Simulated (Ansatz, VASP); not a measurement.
SiC: VASP beside Ansatz

```
CELL_PARAMETERS angstrom
0.00000 2.17400 2.08704
2.17400 0.00000 2.08704
2.17400 2.17400 0.00000
ATOMIC_POSITIONS crystal
Si 0.00000 0.00000 0.00000
C 0.75000 0.75000 0.75000
```

Change from the starting cell: strain +0.000 along x and y, -0.040 along z, atoms carried along.

Alike in both runs: task single point; functional PBEsol; k mesh 12 × 12 × 12; occupations gaussian, width 0.05 eV; no spin polarisation.

|  | VASP | Ansatz |
| --- | --- | --- |
| version | VASP 6.6.1 | Ansatz 0.2.0 |
| potentials or method | VASP PAW PBE potentials, release 64 (Si, C), cutoff 520 eV | scalar-relativistic, plane waves, PAW |
| valence electrons in the cell | 8 | 8 |

VASP gave:

```
gap on the k mesh at the Fermi level (eV)                     : 0.77
least direct gap on the mesh (eV)                             : 4.44
pressure (GPa)                                                : 11.6
traceless stress, the component that is largest in VASP (GPa) : 6.24
```

Which values does Ansatz return?

gap on the k mesh at the Fermi level (eV): 0.78; least direct gap on the mesh (eV): 4.45; pressure (GPa): 11.2; traceless stress, the component that is largest in VASP (GPa): 6.24.

VASP's potentials were made for PBE, not for PBEsol. The functional is the same, so the differences come from potentials, cutoffs and numerics.
